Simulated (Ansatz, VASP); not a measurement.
GaN: VASP beside Ansatz

```
N Ga
1.0
     3.18073    0.00000    0.00000
    -1.59036    2.75459    0.00000
     0.00000    0.00000   26.03748
N Ga
5 5
Direct
  0.00000 0.00000 0.29529
  0.33333 0.66667 0.38918
  0.66667 0.33333 0.48817
  0.00000 0.00000 0.58784
  0.33333 0.66667 0.68861
  0.33333 0.66667 0.30882
  0.66667 0.33333 0.41033
  0.00000 0.00000 0.51018
  0.33333 0.66667 0.61008
  0.66667 0.33333 0.71149
```

Alike in both runs: functional PBEsol; k mesh 9 × 9 × 1; occupations gaussian, width 0.05 eV; no spin polarisation.

Ansatz relaxed the structure, and its values are those at the end. VASP's run is a single point on that final structure, the one shown.

|  | VASP | Ansatz |
| --- | --- | --- |
| version | VASP 6.6.1 | Ansatz 0.2.0 |
| potentials or method | VASP PAW PBE potentials, release 64 (N, Ga_d), cutoff 520 eV | scalar-relativistic, plane waves, PAW |
| valence electrons in the cell | 90 | 90 |

VASP gave:

```
gap on the k mesh at the Fermi level (eV) : none
rms of the force components (eV/Å)        : 0.009
```

Which values does Ansatz return?

gap on the k mesh at the Fermi level (eV): none; rms of the force components (eV/Å): 0.003.

VASP's potentials were made for PBE, not for PBEsol. A gap of «none» marks a metal or a gap that the smearing closes. Ansatz's warnings: xc potential rough in thin density.
